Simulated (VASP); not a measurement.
# Pt (R-3m) in VASP: further runs

The runs below take Pt through single point, with LDA.

All numbers are computed with VASP 6.6.1; they aren't measurements. Logs are shortened: lines on timing, memory, paths and dates and some standing lists are left out, and cuts for length are marked.

### Step 1. The cell of the first run

The structure is trigonal, space group R-3m (No. 166). Conventional cell: a = 2.877 Å, b = 2.877 Å, c = 6.541 Å, α = 90.00°, β = 90.00°, γ = 120.00°. Within 3.6 Å of Pt (site symmetry -3m) lie 12 Pt at 2.74 to 2.88 Å.

### Step 2. Single point, LDA

Contents of INCAR:

```
PREC = Accurate ; ENCUT = 520
EDIFF = 1E-7 ; ISMEAR = 0
SIGMA = 0.15 ; LREAL = F
LASPH = T ; NELM = 80
ALGO = Fast ; ISIF = 2
LWAVE = F ; LCHARG = F
GGA = CA ; NBANDS = 11
```

Contents of KPOINTS:

```
regular mesh
0
Gamma
  20 20 20
```

Contents of POSCAR:

```
Pt
1.0
   -0.0973383644      1.9370334520      1.9370334520
    1.9370334520     -0.0973383644      1.9370334520
    1.9370334520      1.9370334520     -0.0973383644
Pt
1
Direct
    0.0000000000      0.0000000000      0.0000000000
```

Potentials or basis: VASP PAW LDA potentials, release 64 (Pt).

The run is started by

```
$ cat potpaw_LDA.64/Pt/POTCAR > POTCAR
$ mpirun -np 1 vasp_std > vasp.out
```

OUTCAR:

```text
PREC = Accurate
   ENCUT = 520
   EDIFF = 1E-7
   ISMEAR = 0
   LREAL = F
   LASPH = T
   NELM = 80
   ISIF = 2
   GGA = CA

 ion  position               nearest neighbor table
   1  0.000  0.000  0.000-

  LATTYP: Found a trigonal (rhomboedric) cell.
 ALAT       =     2.7411077953
 COS(alpha) =     0.4491816096

  Lattice vectors:

 A1 = (  -0.0973383644,   1.9370334520,   1.9370334520)
 A2 = (   1.9370334520,  -0.0973383644,   1.9370334520)
 A3 = (   1.9370334520,   1.9370334520,  -0.0973383644)

Analysis of symmetry for initial positions (statically):
=====================================================================
 Subroutine PRICEL returns:
 Original cell was already a primitive cell.

 Routine SETGRP: Setting up the symmetry group for a
 trigonal (rhombohedral) supercell.

 Subroutine GETGRP returns: Found 12 space group operations
 (whereof 12 operations were pure point group operations)
 out of a pool of 12 trial point group operations.

The static configuration has the point symmetry D_3d.

Analysis of symmetry for dynamics (positions and initial velocities):
=====================================================================
 Subroutine PRICEL returns:
 Original cell was already a primitive cell.

 Routine SETGRP: Setting up the symmetry group for a
 trigonal (rhombohedral) supercell.

 Subroutine GETGRP returns: Found 12 space group operations
 (whereof 12 operations were pure point group operations)
 out of a pool of 12 trial point group operations.

The dynamic configuration has the point symmetry D_3d.

 Subroutine INISYM returns: Found 12 space group operations
 (whereof 12 operations are pure point group operations),
 and found     1 'primitive' translations

----------------------------------------------------------------------------------------

                                     Primitive cell

  volume of cell :      15.6306

  direct lattice vectors                    reciprocal lattice vectors
    -0.097338364  1.937033452  1.937033452    -0.239441678  0.252110550  0.252110550
     1.937033452 -0.097338364  1.937033452     0.252110550 -0.239441678  0.252110550
     1.937033452  1.937033452 -0.097338364     0.252110550  0.252110550 -0.239441678

  length of vectors
     2.741107795  2.741107795  2.741107795     0.429478493  0.429478493  0.429478493

  position of ions in fractional coordinates (direct lattice)
     0.000000000  0.000000000  0.000000000

  ion indices of the primitive-cell ions
   primitive index   ion index
                 1           1

----------------------------------------------------------------------------------------

 KPOINTS: regular mesh

Automatic generation of k-mesh.
 Grid dimensions read from file:
 generate k-points for:   20   20   20

 Generating k-lattice:

  Cartesian coordinates                     Fractional coordinates (reciprocal lattice)
    -0.011972084  0.012605528  0.012605528     0.050000000  0.000000000  0.000000000
     0.012605528 -0.011972084  0.012605528     0.000000000  0.050000000  0.000000000
     0.012605528  0.012605528 -0.011972084     0.000000000  0.000000000  0.050000000

  Length of vectors
     0.021473925  0.021473925  0.021473925

  Shift w.r.t. Gamma in fractional coordinates (k-lattice)
     0.000000000  0.000000000  0.000000000

 Subroutine IBZKPT returns following result:
 ===========================================

 Found    781 irreducible k-points:

 Following reciprocal coordinates:
            Coordinates               Weight
  0.000000  0.000000  0.000000      1.000000
  0.050000  0.000000 -0.000000      6.000000
  0.100000  0.000000 -0.000000      6.000000
  0.150000  0.000000 -0.000000      6.000000
  0.200000  0.000000 -0.000000      6.000000
  0.250000 -0.000000 -0.000000      6.000000
[... 16 lines left out ...]
 -0.400000  0.050000  0.000000     12.000000
 -0.350000  0.050000 -0.000000     12.000000
 [... further k-points ...]
   k-points           NKPTS =    781   k-points in BZ     NKDIM =    781   number of bands    NBANDS=     11
   number of dos      NEDOS =    301   number of ions     NIONS =      1
   total plane-waves  NPLWV =   8000
   dimension x,y,z NGX =    20 NGY =   20 NGZ =   20
   dimension x,y,z NGXF=    40 NGYF=   40 NGZF=   40
   ions per type =               1
   NGX,Y,Z   is equivalent  to a cutoff of  12.13, 12.13, 12.13 a.u.
   NGXF,Y,Z  is equivalent  to a cutoff of  24.26, 24.26, 24.26 a.u.
 SYSTEM =  unknown system
   PREC   = accura    normal or accurate (medium, high low for compatibility)
   ISTART =      0    job   : 0-new  1-cont  2-samecut
   ICHARG =      2    charge: 1-file 2-atom 10-const
   ISPIN  =      1    spin polarized calculation?
   LNONCOLLINEAR =      F non collinear calculations
   LSORBIT =      F    spin-orbit coupling
   LASPH  =      T    aspherical Exc in radial PAW
   ENCUT  =  520.0 eV  38.22 Ry    6.18 a.u.   5.10  5.10  5.10*2*pi/ulx,y,z
   NELM   =     80;   NELMIN=  2; NELMDL= -5     # of ELM steps
   EDIFF  = 0.1E-06   stopping-criterion for ELM
   LREAL  =      F    real-space projection
   EDIFFG = 0.1E-05   stopping-criterion for IOM
   NSW    =      0    number of steps for IOM
   IBRION =     -1    ionic relax: 0-MD 1-quasi-New 2-CG
   NFREE  =      0    steps in history (QN), initial steepest desc. (CG)
   ISIF   =      2    stress and relaxation
   ISYM   =      2    0-nonsym 1-usesym 2-fastsym
   POTIM  = 0.5000    time-step for ionic-motion
   TEBEG  =    0.0;   TEEND  =   0.0 temperature during run
   PSTRESS=    0.0 pullay stress
   NELECT =      10.0000    total number of electrons
   NUPDOWN=      -1.0000    fix difference up-down
   EMIN   =  10.00;   EMAX   =-10.00  energy-range for DOS
   EFERMI =   0.00;   METHOD = LEGACY
   ISMEAR =     0;   SIGMA  =   0.15  broadening in eV -4-tet -1-fermi 0-gaus
   EFERMI_NEDOS =   21; number of points for ismear=-14 and -15
   IALGO  =     68    algorithm
   IMIX   =      4    mixing-type and parameters
     AMIX     =   0.40;   BMIX     =  1.00
     AMIX_MAG =   1.60;   BMIX_MAG =  1.00
  volume/ion in A,a.u.               =      15.63       105.48
  Fermi-wavevector in a.u.,A,eV,Ry     =   1.410639  2.665722 27.074282  1.989904
  Thomas-Fermi vector in A             =   2.532573
   LORBIT       =      0    0 simple, 1 ext, 2 COOP (PROOUT), +10 PAW based schemes
   GGA     = CA    functional components
   LHFCALC =     F    Hartree Fock is set to
   AEXX    =    0.0000 exact exchange contribution
   IVDW    =     0    specifies the selected vdW correction
   LEPSILON=     F    determine dielectric tensor
   LRPA    =     F    only Hartree local field effects (RPA)
 non-spin polarized calculation
 RMM-DIIS sequential band-by-band and
 Gauss-broadening in eV      SIGMA  =   0.15
  energy-cutoff  :      520.00
  volume of cell :       15.63
 maximum number of plane-waves:       446
   NGX = 11   NGY = 11   NGZ = 11

 number of electron      10.0000000 magnetization

 Free energy of the ion-electron system (eV)
  ---------------------------------------------------
  ext. energy  EPLUGINS =         0.00000000
  ---------------------------------------------------
  free energy    TOTEN  =        -7.45516219 eV

  energy without entropy =       -7.43655180  energy(sigma->0) =       -7.44585699

 E-fermi :  10.4410     XC(G=0): -13.4751

 val. band max:       10.4382486884   @ k =  -0.3500   0.5000   0.3500
 cond. band min:      10.4418171229   @ k =  -0.2500   0.5000   0.1000
 fundamental gap:      0.0035684345
 Fermi energy:        10.4409930159

 k-point     1 :       0.0000    0.0000    0.0000
  band No.  band energies     occupation
      1       0.6020      2.00000
      2       6.4665      2.00000
      3       6.4665      2.00000
      4       7.4520      2.00000
      5       9.0103      2.00000
      6       9.0103      2.00000
      7      25.0932      0.00000
      8      29.1588      0.00000
      9      29.1588      0.00000
     10      31.6179      0.00000
     11      35.2361      0.00000

 k-point     2 :       0.0500    0.0000   -0.0000
  band No.  band energies     occupation
      1       0.6956      2.00000
      2       6.4528      2.00000
      3       6.4895      2.00000
      4       7.4729      2.00000
      5       8.9933      2.00000
      6       8.9939      2.00000
      7      25.2279      0.00000
      8      28.7465      0.00000
      9      29.3148      0.00000
     10      31.6534      0.00000
     11      35.7886      0.00000

 k-point     3 :       0.1000    0.0000   -0.0000
  band No.  band energies     occupation
      1       0.9695      2.00000
      2       6.4083      2.00000
      3       6.5494      2.00000
      4       7.5419      2.00000
      5       8.9559      2.00000
      6       8.9570      2.00000
      7      25.5919      0.00000
      8      27.7166      0.00000
      9      29.7715      0.00000
     10      31.9183      0.00000
     11      36.5739      0.00000

 k-point     4 :       0.1500    0.0000   -0.0000
  band No.  band energies     occupation
      1       1.4006      2.00000
      2       6.3446      2.00000
      3       6.6186      2.00000
      4       7.6502      2.00000
      5       8.9353      2.00000
      6       8.9403      2.00000
      7      25.9045      0.00000
      8      26.5643      0.00000
      9      30.4939      0.00000
     10      32.4373      0.00000
     11      35.2839      0.00000
[... 239 lines left out ...]
 k-point    22 :      -0.4500    0.0500    0.0000
  band No.  band energies     occupation
      1       3.4521      2.00000
      2       6.2877      2.00000
      3       7.4352      2.00000
      4       9.1414      2.00000
      5      10.3909      1.36324
      6      10.9273      0.00000
      7      16.0339      0.00000
      8      25.0825      0.00000
      9      28.5617      0.00000
     10      30.2796      0.00000
     11      37.9715      0.00000

 k-point    23 :      -0.4000    0.0500    0.0000
  band No.  band energies     occupation
      1       3.4328      2.00000
      2       6.3450      2.00000
      3       7.4726      2.00000
      4       8.5555      2.00000
      5      10.1349      1.99609
      6      10.5490      0.30869
      7      17.2548      0.00000
      8      25.3085      0.00000
      9      28.8443      0.00000
     10      30.9538      0.00000
     11      37.0064      0.00000

 k-point    24 :      -0.3500    0.0500   -0.0000
  band No.  band energies     occupation
      1       3.3546      2.00000
      2       6.4348      2.00000
      3       7.5276      2.00000
      4       7.7064      2.00000
      5       9.7794      2.00000
      6      10.2091      1.97121
      7      18.9145      0.00000
      8      25.6984      0.00000
      9      29.4285      0.00000
     10      32.0175      0.00000
     11      35.5149      0.00000

 [... further k-points ...]
[... 5 lines left out ...]
  --------------------------------------------------------------------------------------
  -------------------------------------------------------------------------------------
  Total       -1.2745434     -1.2745434     -1.2745434      0.3038605      0.3038605      0.3038605
  in kB     -130.6437903   -130.6437903   -130.6437903     31.1464352     31.1464352     31.1464352
  external PRESSURE =    -130.6437903 kB  Pullay stress =       0.0000000 kB

 VOLUME and BASIS-vectors are now :
 -----------------------------------------------------------------------------
  energy-cutoff  :      520.00
  volume of cell :       15.63
      direct lattice vectors                 reciprocal lattice vectors
    -0.097338364  1.937033452  1.937033452    -0.239441678  0.252110550  0.252110550
     1.937033452 -0.097338364  1.937033452     0.252110550 -0.239441678  0.252110550
     1.937033452  1.937033452 -0.097338364     0.252110550  0.252110550 -0.239441678

 POSITION                                       TOTAL-FORCE (eV/Angst)
 -----------------------------------------------------------------------------------
      0.00000      0.00000      0.00000         0.000000      0.000000      0.000000
 -----------------------------------------------------------------------------------
    total drift:                                0.000000      0.000000      0.000000

  FREE ENERGIE OF THE ION-ELECTRON SYSTEM (eV)
  ---------------------------------------------------
  free  energy   TOTEN  =        -7.4551621869 eV

  energy  without entropy=       -7.4365517962  energy(sigma->0) =       -7.44585699
```

It took 2.2 min on 1 thread of Intel Xeon Platinum 8259CL at 2.50GHz (Skylake/Cascade Lake), shared host; peak memory 0.24 GiB.

Results:

```yaml
Free_energy: -7.4552 eV
Pressure: -13.1 GPa
Band_gap_on_the_k_mesh: zero (band 5 reaches 11.06 eV, above the bottom of band 6 at 8.61 eV)
```

Levels at points of the mesh, in eV from the Fermi level:
| k point | band 1 | band 2 | band 3 | band 4 | band 5 | band 6 | band 7 | band 8 | band 9 | band 10 |
| --- | --- | --- | --- | --- | --- | --- | --- | --- | --- | --- |
| (0.00, 0.00, 0.00) | -9.84 | -3.97 | -3.97 | -2.99 | -1.43 | -1.43 | 14.65 | 18.72 | 18.72 | 21.18 |
| (0.50, 0.00, 0.00) | -7.06 | -4.15 | -3.03 | -0.51 | -0.28 | 0.18 | 5.30 | 14.48 | 18.35 | 19.78 |
| (0.50, 0.50, 0.00) | -6.72 | -6.28 | -0.08 | 0.38 | 0.62 | 1.87 | 8.57 | 10.35 | 12.20 | 19.63 |
| (0.50, 0.50, 0.50) | -6.81 | -3.75 | -3.75 | 0.25 | 0.25 | 0.35 | 6.65 | 13.73 | 17.59 | 17.59 |

Caveat: spin-orbit coupling is left out, which moves the levels of the heavy elements.

### Step 3. Single point, LDA

This run uses another cell than the first one, of the same volume but with other edges.

Contents of INCAR:

```
  ALGO = Fast
  EDIFF = 1E-6
  ENCUT = 520
  ISIF = 2
  ISMEAR = 0
  LASPH = True
  LCHARG = False
  LREAL = False
  LWAVE = False
  NBANDS = 11
  NELM = 60
  PREC = Accurate
  SIGMA = 0.15
```

Contents of KPOINTS:

```
k-points
0
Gamma
  20 20 20
```

Contents of POSCAR:

```
Pt
1.0
    0.0973383644      2.0343718164      2.0343718164
    2.0343718164      0.0973383644      2.0343718164
    2.0343718164      2.0343718164      0.0973383644
Pt
1
Direct
    0.0000000000      0.0000000000      0.0000000000
```

Potentials or basis: VASP PAW LDA potentials, release 64 (Pt).

The run is started by

```
$ cat potpaw_LDA.64/Pt/POTCAR > POTCAR
$ mpirun -np 1 vasp_std > vasp.out
```

Wall time 2 min (1 thread of Intel Xeon Platinum 8259CL at 2.50GHz (Skylake/Cascade Lake), shared host); peak memory 0.24 GiB.

The run converged. Its results:

```
Free energy            : -7.4560 eV
Pressure               : -13.0 GPa
Band gap on the k mesh : zero (band 5 reaches 11.01 eV, above the bottom of band 6 at 8.82 eV)
```

Stress tensor (GPa, compression positive):
```
-12.99  -3.09  -3.09
 -3.09 -12.99  -3.09
 -3.09  -3.09 -12.99
```

Levels at points of the mesh, in eV from the Fermi level:
| k point | band 1 | band 2 | band 3 | band 4 | band 5 | band 6 | band 7 | band 8 | band 9 | band 10 |
| --- | --- | --- | --- | --- | --- | --- | --- | --- | --- | --- |
| (0.00, 0.00, 0.00) | -9.84 | -4.12 | -3.42 | -3.42 | -1.41 | -1.41 | 14.57 | 18.09 | 20.29 | 20.29 |
| (0.50, 0.00, 0.00) | -6.94 | -4.14 | -3.12 | -0.23 | -0.10 | 0.37 | 5.98 | 14.08 | 17.78 | 18.95 |
| (0.50, 0.50, 0.00) | -6.74 | -6.25 | -0.06 | 0.45 | 0.57 | 1.88 | 8.57 | 10.41 | 12.16 | 19.67 |
| (0.50, 0.50, 0.50) | -7.24 | -3.60 | -3.60 | -0.87 | -0.04 | -0.04 | 4.60 | 14.81 | 19.80 | 19.80 |

Caveat: spin-orbit coupling is left out, which moves the levels of the heavy elements.

### Step 4. Single point, LDA

This run uses another cell than the first one, of 16.10 Å³/atom, 1.030 times its volume.

Contents of INCAR:

```
ALGO = Normal
EDIFF = 1E-7
ENCUT = 520
ISIF = 2
ISMEAR = 0
LASPH = T
LCHARG = T
LELF = T
LREAL = F
LVHAR = T
LWAVE = F
NBANDS = 11
NELM = 100
PREC = Accurate
SIGMA = 0.15
```

KPOINTS is that of step 3.

Contents of POSCAR:

```
Pt
1.0
   -0.0973383644      1.9565011248      1.9565011248
    1.9565011248     -0.0973383644      1.9565011248
    1.9565011248      1.9565011248     -0.0973383644
Pt
1
Direct
    0.0000000000      0.0000000000      0.0000000000
```

The run is started by

```
$ cat potpaw_LDA.64/Pt/POTCAR > POTCAR
$ mpirun -np 1 vasp_std > vasp.out
```

It took 2 min on 1 thread of Intel Xeon Platinum 8259CL at 2.50GHz (Skylake/Cascade Lake), shared host; peak memory 0.25 GiB.

It converged, with:

- Free energy: -7.4088 eV
- Pressure: -19.3 GPa
- Band gap on the k mesh: zero (band 5 reaches 10.48 eV, above the bottom of band 6 at 8.16 eV)

Stress tensor (GPa, compression positive):
```
-19.26   2.49   2.49
  2.49 -19.26   2.49
  2.49   2.49 -19.26
```

Levels at points of the mesh, in eV from the Fermi level:
```
           k point  band 1  band 2  band 3  band 4  band 5  band 6  band 7  band 8  band 9  band 10
(0.00, 0.00, 0.00)   -9.52   -3.79   -3.79   -2.85   -1.36   -1.36   14.71   18.63   18.63    21.05
(0.50, 0.00, 0.00)   -6.77   -3.95   -2.89   -0.39   -0.26    0.17    5.10   14.53   18.17    19.54
(0.50, 0.50, 0.00)   -6.41   -5.99   -0.07    0.36    0.58    1.93    8.26   10.27   12.09    19.27
(0.50, 0.50, 0.50)   -6.52   -3.57   -3.57    0.23    0.23    0.44    6.40   13.80   17.39    17.39
```

Caveat: spin-orbit coupling is left out, which moves the levels of the heavy elements.

### Step 5. Single point, LDA

This run uses another cell than the first one, of 16.10 Å³/atom, 1.030 times its volume.

Contents of INCAR:

```
PREC = Accurate
ENCUT = 520
EDIFF = 1E-6
ISMEAR = 0
SIGMA = 0.15
LREAL = False
LASPH = True
NELM = 100
ALGO = Fast
ISIF = 2
LWAVE = False
LCHARG = False
GGA = CA
NBANDS = 11
```

Contents of KPOINTS:

```
Automatic mesh
0
Gamma
  20 20 20
```

Contents of POSCAR:

```
Pt
1.0
    0.0973383644      2.0538394893      2.0538394893
    2.0538394893      0.0973383644      2.0538394893
    2.0538394893      2.0538394893      0.0973383644
Pt
1
Direct
    0.0000000000      0.0000000000      0.0000000000
```

The run is started by

```
$ cat potpaw_LDA.64/Pt/POTCAR > POTCAR
$ mpirun -np 1 vasp_std > vasp.out
```

Run time: 1.8 min. Hardware: 1 thread of Intel Xeon Platinum 8259CL at 2.50GHz (Skylake/Cascade Lake), shared host; peak memory 0.25 GiB.

The run converged. Its results:

| Property | Result |
| --- | --- |
| Free energy | -7.4098 eV |
| Pressure | -19.2 GPa |
| Band gap on the k mesh | zero (band 5 reaches 10.43 eV, above the bottom of band 6 at 8.36 eV) |

Stress tensor (GPa, compression positive):
```
-19.20  -2.41  -2.41
 -2.41 -19.20  -2.41
 -2.41  -2.41 -19.20
```

Levels at points of the mesh, in eV from the Fermi level:
```
           k point  band 1  band 2  band 3  band 4  band 5  band 6  band 7  band 8  band 9  band 10
(0.00, 0.00, 0.00)   -9.52   -3.92   -3.26   -3.26   -1.35   -1.35   14.63   18.02   20.18    20.18
(0.50, 0.00, 0.00)   -6.65   -3.94   -2.97   -0.22    0.01    0.34    5.75   14.13   17.61    18.72
(0.50, 0.50, 0.00)   -6.44   -5.96   -0.06    0.42    0.54    1.93    8.26   10.33   12.04    19.31
(0.50, 0.50, 0.50)   -6.95   -3.43   -3.43   -0.73   -0.04   -0.04    4.42   14.86   19.57    19.57
```

Caveat: spin-orbit coupling is left out, which moves the levels of the heavy elements.

### Step 6. The runs side by side

| cell | gap on the mesh (eV) | pressure (GPa) |
| --- | --- | --- |
| a = 2.741 Å, angles 63.3°, 1 atom | none | -13.1 |
| a = 2.879 Å, angles 56.8°, 1 atom | none | -13.0 |
| a = 2.769 Å, angles 63.3°, 1 atom | none | -19.3 |
| a = 2.906 Å, angles 56.9°, 1 atom | none | -19.2 |

Alike in all rows: task single point; level LDA; potentials or basis VASP PAW LDA potentials, release 64 (Pt); no spin polarisation; k mesh 20 × 20 × 20; cutoff (eV) 520; smearing gaussian 0.15 eV.

Caveats: spin-orbit coupling is left out, which moves the levels of the heavy elements.

Total energies depend on the potentials used, so only differences within one code and one set of settings carry meaning.
